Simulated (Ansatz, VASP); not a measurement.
One calculation of VO2, two programs

The input INCAR:

```
SYSTEM = VO2
PREC = Accurate
ENCUT = 600
EDIFF = 1E-6
ISMEAR = -1
SIGMA = 0.05
LREAL = .False.
LASPH = .True.
NELM = 200
ALGO = Normal
ISIF = 2
LWAVE = .False.
LCHARG = .True.
ISPIN = 2
MAGMOM = 2 2 0 0 0 0
LORBIT = 11
LMAXMIX = 4
GGA = PE
ALDAC = 0.0
AGGAC = 0.0
LELF = .True.
LVHAR = .True.
NBANDS = 38
GGA_COMPAT = .False.
```

KPOINTS

```
regular mesh
0
Gamma
  6 6 9
  0 0 0
```

The input POSCAR:

```
VO2
1.0
    4.4462864423      0.0000000000      0.0000000000
    0.0000000000      4.4462864423      0.0000000000
    0.0000000000      0.0000000000      3.0033037399
V O
2 4
Direct
    0.5000000000      0.5000000000      0.5000000000
    0.0000000000      0.0000000000      0.0000000000
    0.2003580000      0.7996420000      0.5000000000
    0.7996420000      0.2003580000      0.5000000000
    0.7003580000      0.7003580000      0.0000000000
    0.2996420000      0.2996420000      0.0000000000
```

File input.yaml:

```yaml
crystal:
  lattice:
    - [4.4462864423, 0.0, 0.0]
    - [0.0, 4.4462864423, 0.0]
    - [0.0, 0.0, 3.0033037399]
  atoms:
    - { symbol: V, position: [0.5, 0.5, 0.5], spin: 2.0 }
    - { symbol: V, position: [0.0, 0.0, 0.0], spin: 2.0 }
    - { symbol: O, position: [0.200358, 0.799642, 0.5] }
    - { symbol: O, position: [0.799642, 0.200358, 0.5] }
    - { symbol: O, position: [0.700358, 0.700358, 0.0] }
    - { symbol: O, position: [0.299642, 0.299642, 0.0] }
hamiltonian:
  xc: { exchange: pbe, correlation: none }
  pseudopotentials: { kind: paw }
magnetization:
  spin_polarized: true
kpoints:
  mp_grid: { grid: [6, 6, 9] }
scf:
  occupations: { method: fermi_dirac, width: 0.05 }
output:
  forces: true
  stress: true
  eigenvalues: true
```

Alike in both runs: task single point; functional PBE exchange alone; k mesh 6 × 6 × 9; occupations fermi-dirac, width 0.05 eV; collinear spin.

```csv
,VASP,Ansatz
version,VASP 6.6.1,Ansatz 0.2.0
potentials or method,"VASP PAW PBE potentials, release 64 (V_sv, O)",Ansatz PAW
plane-wave cutoff (eV),600,420
valence electrons in the cell,50,50
```

|  | VASP | Ansatz | Ansatz less VASP |
| --- | --- | --- | --- |
| gap on the k mesh at the Fermi level (eV) | none | none | - |
| pressure (GPa) | 22.8 | 22.0 | -0.74 |
| traceless stress, the component that is largest in VASP (GPa) | -10.46 | -10.54 | -0.080 |
| rms of the force components (eV/Å) | 0.066 | 0.060 | -0.0061 |
| net moment per atom (μB) | 0.33 | 0.33 | 0.000 |
| size of the moment on the site where the two differ most (μB) | 1.12 | 0.87 | -0.247 |

VASP's potentials were made for PBE, not for PBE exchange alone. Site moments also hang on the region over which each program counts them. Atom by atom the forces differ by 0.006 eV/Å (rms over components). A gap of «none» marks a metal or a gap that the smearing closes.
